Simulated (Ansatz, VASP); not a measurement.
## Pd2Pt: VASP beside Ansatz

```xyz
3
Lattice="0.0000 2.9101 2.9101 2.9101 0.0000 2.9101 2.9101 2.9101 0.0000" Properties=species:S:1:pos:R:3 pbc="T T T"
Pd    1.4550    1.4550    1.4550
Pd    4.3651    4.3651    4.3651
Pt    0.0000    0.0000    0.0000
```

Change from the starting cell: species swapped into the Na2S type (Fm-3m, No. 225).

Alike in both runs: task single point; functional PBE; k mesh 6 × 6 × 6; occupations gaussian, width 0.1 eV; no spin polarisation.

|  | VASP | Ansatz |
| --- | --- | --- |
| version | VASP 6.6.1 | Ansatz 0.2.0 |
| potentials or method | VASP PAW PBE potentials, release 64 (Pd, Pt), cutoff 520 eV | scalar-relativistic, plane waves, PAW |
| valence electrons in the cell | 30 | 54 |

Ansatz gave:

| Property | Result |
| --- | --- |
| gap on the k mesh at the Fermi level (eV) | none |
| pressure (GPa) | 24.6 |

Q: What did VASP give for the same quantities?

A: gap on the k mesh at the Fermi level (eV): none; pressure (GPa): 24.0.

A gap of «none» marks a metal or a gap that the smearing closes. VASP's potentials hold 30 valence electrons a cell and Ansatz's 54, so a difference there can come from the potentials and not from the codes.

Neither program's run includes spin-orbit coupling.
